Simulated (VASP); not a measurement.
# GaGe2O4 (I4/mmm) in VASP: a series of runs, part 2 of 2

VASP 6.6.1. The steps go on from the part before.

## Step 4: Relaxation of cell and atoms, PBE

This run uses another cell than the first one, of 11.33 Å³/atom, 0.935 times its volume.

File INCAR:

```
SYSTEM = GaGe2O4
  ALGO = Normal
  EDIFF = 1E-6
  EDIFFG = -0.04
  ENCUT = 600
  GGA = PE
  IBRION = 2
  ISIF = 3
  ISMEAR = 0
  LASPH = .True.
  LCHARG = .False.
  LREAL = .False.
  LWAVE = .False.
  NELM = 100
  NSW = 90
  PREC = Accurate
  SIGMA = 0.1
```

File KPOINTS:

```
k-points
0
Gamma
  6 6 6
  0 0 0
```

File POSCAR:

```
GaGe2O4
1.0
   -1.8250063405      1.8250063405      5.9520764975
    1.8250063405     -1.8250063405      5.9520764975
    1.8250063405      1.8250063405     -5.9520764975
Ga Ge O
1 2 4
Direct
    0.0000000000      0.0000000000      0.0000000000
    0.3537700000      0.3537700000      0.0000000000
    0.6462300000      0.6462300000      0.0000000000
    0.5000000000      0.0000000000      0.5000000000
    0.0000000000      0.5000000000      0.5000000000
    0.1533100000      0.1533100000      0.0000000000
    0.8466900000      0.8466900000      0.0000000000
```

Potentials or basis: VASP PAW PBE potentials, release 64 (Ga_d, Ge_d, O).

Command:

```
cat potpaw_PBE.64/Ga_d/POTCAR potpaw_PBE.64/Ge_d/POTCAR potpaw_PBE.64/O/POTCAR > POTCAR
mpirun -np 1 vasp_std > vasp.out
```

OUTCAR:

```text
SYSTEM = GaGe2O4
   EDIFF = 1E-6
   EDIFFG = -0.04
   ENCUT = 600
   GGA = PE
   IBRION = 2
   ISIF = 3
   ISMEAR = 0
   LASPH = .True.
   LREAL = .False.
   NELM = 100
   NSW = 90
   PREC = Accurate

 ion  position               nearest neighbor table
   1  0.000  0.000  0.000-   4 1.83   5 1.83   5 1.83   4 1.83   6 1.83   7 1.83
   2  0.354  0.354  0.000-   6 2.39
   3  0.646  0.646  0.000-   7 2.39
   4  0.500  0.000  0.500-   1 1.83   1 1.83
   5  0.000  0.500  0.500-   1 1.83   1 1.83
   6  0.153  0.153  0.000-   1 1.83   2 2.39
   7  0.847  0.847  0.000-   1 1.83   3 2.39

  LATTYP: Found a body centered tetragonal cell.
 ALAT       =     3.6500126810
 C/A-ratio  =     3.2614004485

  Lattice vectors:

 A1 = (  -1.8250063405,   1.8250063405,   5.9520764975)
 A2 = (   1.8250063405,  -1.8250063405,   5.9520764975)
 A3 = (   1.8250063405,   1.8250063405,  -5.9520764975)

Analysis of symmetry for initial positions (statically):
=====================================================================
 Subroutine PRICEL returns:
 Original cell was already a primitive cell.

 Routine SETGRP: Setting up the symmetry group for a
 body centered tetragonal supercell.

 Subroutine GETGRP returns: Found 16 space group operations
 (whereof 16 operations were pure point group operations)
 out of a pool of 16 trial point group operations.

The static configuration has the point symmetry D_4h.

Analysis of symmetry for dynamics (positions and initial velocities):
=====================================================================
 Subroutine PRICEL returns:
 Original cell was already a primitive cell.

 Routine SETGRP: Setting up the symmetry group for a
 body centered tetragonal supercell.

[... 155 lines left out ...]

 number of electron      65.0000001 magnetization

 Free energy of the ion-electron system (eV)
  ---------------------------------------------------
  ext. energy  EPLUGINS =         0.00000000
  ---------------------------------------------------
  free energy    TOTEN  =       -36.31698313 eV

  energy without entropy =      -36.30092143  energy(sigma->0) =      -36.30895228

------------------------ aborting loop because EDIFF is reached ----------------------------------------

  FORCE on cell =-STRESS in cart. coord.  units (eV):
  Direction    XX          YY          ZZ          XY          YZ          ZX
  --------------------------------------------------------------------------------------
  -------------------------------------------------------------------------------------
  Total        7.8030313      7.8030313      7.8513232      0.0000000      0.0000000     -0.0000000
  in kB      157.6582422    157.6582422    158.6339674      0.0000000      0.0000000     -0.0000000
  external PRESSURE =     157.9834839 kB  Pullay stress =       0.0000000 kB
[... 104 lines left out ...]
  FREE ENERGIE OF THE ION-ELECTRON SYSTEM (eV)
  ---------------------------------------------------
  free  energy   TOTEN  =       -37.3350177506 eV

  energy  without entropy=      -37.3195212036  energy(sigma->0) =      -37.32726948

[... ionic steps 4 to 17 ...]

--------------------------------------- Ionic step       18  -------------------------------------------

 number of electron      64.9999999 magnetization

------------------------ aborting loop because EDIFF is reached ----------------------------------------
[... 77 lines left out ...]
--------------------------------------- Ionic step       20  -------------------------------------------

 number of electron      64.9999998 magnetization

 Free energy of the ion-electron system (eV)
  ---------------------------------------------------
  ext. energy  EPLUGINS =         0.00000000
  ---------------------------------------------------
  free energy    TOTEN  =       -38.40940150 eV

  energy without entropy =      -38.39347278  energy(sigma->0) =      -38.40143714

 E-fermi :   4.7705     XC(G=0): -11.2630

 val. band max:        4.7697837983   @ k =  -0.3333  -0.3333   0.1667
 cond. band min:       4.7715608310   @ k =   0.1667   0.1667   0.1667
 fundamental gap:      0.0017770326
 Fermi energy:         4.7705298381

 k-point     1 :       0.0000    0.0000    0.0000
  band No.  band energies     occupation
      1     -19.6913      2.00000
      2     -19.6902      2.00000
      3     -19.6900      2.00000
      4     -19.6884      2.00000
      5     -19.6861      2.00000
      6     -19.6808      2.00000
[... 997 lines left out ...]
     38       9.7810      0.00000
     39      10.1949      0.00000

 [... further k-points ...]

------------------------ aborting loop because EDIFF is reached ----------------------------------------

  FORCE on cell =-STRESS in cart. coord.  units (eV):
  Direction    XX          YY          ZZ          XY          YZ          ZX
  --------------------------------------------------------------------------------------
  -------------------------------------------------------------------------------------
  Total        0.0357358      0.0357358      0.0995899      0.0000000      0.0000000      0.0000000
  in kB        0.6745880      0.6745880      1.8799655      0.0000000      0.0000000      0.0000000
  external PRESSURE =       1.0763805 kB  Pullay stress =       0.0000000 kB
[... 22 lines left out ...]
  FREE ENERGIE OF THE ION-ELECTRON SYSTEM (eV)
  ---------------------------------------------------
  free  energy   TOTEN  =       -38.4094014976 eV

  energy  without entropy=      -38.3934727818  energy(sigma->0) =      -38.40143714

 reached required accuracy - stopping structural energy minimisation
```

CONTCAR:

```text
GaGe2O4
   1.00000000000000
    -1.9926540376208808    1.9926540376208808    5.3438226906792385
     1.9926540376208808   -1.9926540376208808    5.3438226906792385
     1.9926540376208808    1.9926540376208808   -5.3438226906792385
  Ga              Ge              O
     1     2     4
Direct
     0.0000000000000000    0.0000000000000000    0.0000000000000000
     0.3550524476051908    0.3550524476051908    0.0000000000000000
     0.6449475523948091    0.6449475523948091    0.0000000000000000
     0.5000000000000000    0.0000000000000000    0.5000000000000000
     0.0000000000000000    0.5000000000000000    0.5000000000000000
     0.1855210377935484    0.1855210377935484    0.0000000000000000
     0.8144789622064514    0.8144789622064514    0.0000000000000000

  0.00000000E+00  0.00000000E+00  0.00000000E+00
  0.00000000E+00  0.00000000E+00  0.00000000E+00
  0.00000000E+00  0.00000000E+00  0.00000000E+00
  0.00000000E+00  0.00000000E+00  0.00000000E+00
  0.00000000E+00  0.00000000E+00  0.00000000E+00
  0.00000000E+00  0.00000000E+00  0.00000000E+00
  0.00000000E+00  0.00000000E+00  0.00000000E+00
```

It took 34 min on 1 thread of Intel Xeon 6975P-C (Granite Rapids), shared host; peak memory 0.5 GiB.

What came out:

```
Free energy                            : -38.4094 eV
Relaxed volume                         : 12.12 Å³/atom
Relaxed cell                           : a = 6.041 Å, b = 6.041 Å, c = 6.041 Å, α = 141.48°, β = 141.48°, γ = 55.61°
Space group after relaxing (to 0.05 Å) : I4/mmm (No. 139)
Energy gained by relaxing              : 298.9 meV/atom
Ionic steps                            : 20
Pressure after relaxing                : 0.1 GPa
Largest force after relaxing           : 0.024 eV/Å
```

Forces in eV/Å, atoms in the order of the input:
```
Ga   0.000  0.000  0.000
Ge   0.000  0.000 -0.001
Ge   0.000  0.000  0.001
O    0.000  0.000  0.000
O    0.000  0.000  0.000
O    0.000  0.000  0.024
O    0.000  0.000 -0.024
```

The path:
```csv
step,energy change (eV),largest force (eV/Å),pressure (GPa),volume (Å³)
1,0.0000,4.5621,15.80,79.30
2,-0.8811,0.7475,-11.59,92.82
3,-1.0180,1.1889,-6.12,88.48
4,-1.4709,1.0496,-3.09,84.94
5,-0.6033,5.6531,30.48,74.50
6,-1.6105,1.1078,-0.47,83.11
7,-1.8219,0.1566,8.92,78.78
8,-1.8310,0.3686,5.89,79.90
9,-1.8350,0.2243,6.75,79.52
10,-1.8604,1.9128,6.84,82.02
11,-1.9368,0.7287,6.02,80.96
12,-2.0321,0.1436,-2.97,86.09
13,-2.0378,0.1845,-1.42,85.05
14,-2.0712,0.1222,-0.78,85.00
15,-2.0835,0.2465,-0.02,84.93
16,-2.0837,0.2638,0.09,84.92
17,-2.0895,0.1621,-0.14,84.99
18,-2.0907,0.1877,-0.29,85.04
19,-2.0918,0.0766,0.47,84.78
20,-2.0924,0.0242,0.11,84.87
```

Final structure:
```xyz
7
Lattice="-1.9927 1.9927 5.3438 1.9927 -1.9927 5.3438 1.9927 1.9927 -5.3438" Properties=species:S:1:pos:R:3 pbc="T T T"
Ga    0.0000    0.0000    0.0000
Ge    0.0000    0.0000    3.7947
Ge    0.0000    0.0000    6.8930
O     0.0000    1.9927    0.0000
O     1.9927    0.0000    0.0000
O     0.0000    0.0000    1.9828
O     0.0000    0.0000    8.7049
```

Levels at points of the mesh, in eV from the Fermi level:
| k point | band 30 | band 31 | band 32 | band 33 | band 34 | band 35 |
| --- | --- | --- | --- | --- | --- | --- |
| (0.00, 0.00, 0.00) | -2.43 | -1.59 | -1.59 | -0.01 | 2.60 | 4.70 |
| (0.50, 0.00, 0.00) | -2.30 | -2.03 | -0.11 | -0.02 | 2.54 | 3.62 |
| (0.50, 0.50, 0.00) | -1.65 | -1.42 | -1.20 | 0.59 | 2.83 | 4.17 |
| (0.50, 0.50, 0.50) | -2.37 | -1.89 | -1.89 | 0.71 | 2.51 | 3.59 |

Caveat: the k points lie up to 0.37 Å⁻¹ apart in the final cell; an odd number of electrons without spin polarisation forces a metal; a magnetic or distorted state may lie lower.

## Step 5: Summary

```tsv
task	cell	k mesh	cutoff (eV)	gap on the mesh (eV)	pressure (GPa)	largest force (eV/Å)
single point	a = 6.050 Å, angles 141.6, 141.6, 55.4°, 7 atoms	6 × 6 × 6	520	none	0.3	0.02
single point	a = 6.488 Å, angles 147.3, 147.3, 46.9°, 7 atoms	8 × 8 × 8	520	none	16.0	4.55
relaxation of cell and atoms	relaxed from a = 6.488 Å, angles 147.3, 147.3, 46.9°, 7 atoms	6 × 6 × 6	600	none	0.1	0.02
```

Alike in all rows: level PBE; potentials or basis VASP PAW PBE potentials, release 64 (Ga_d, Ge_d, O); no spin polarisation; smearing gaussian 0.1 eV.

Caveats: some runs use coarse meshes; an odd number of electrons without spin polarisation forces a metal; a magnetic or distorted state may lie lower.

Absolute energies hang on the potentials; compare differences alone.
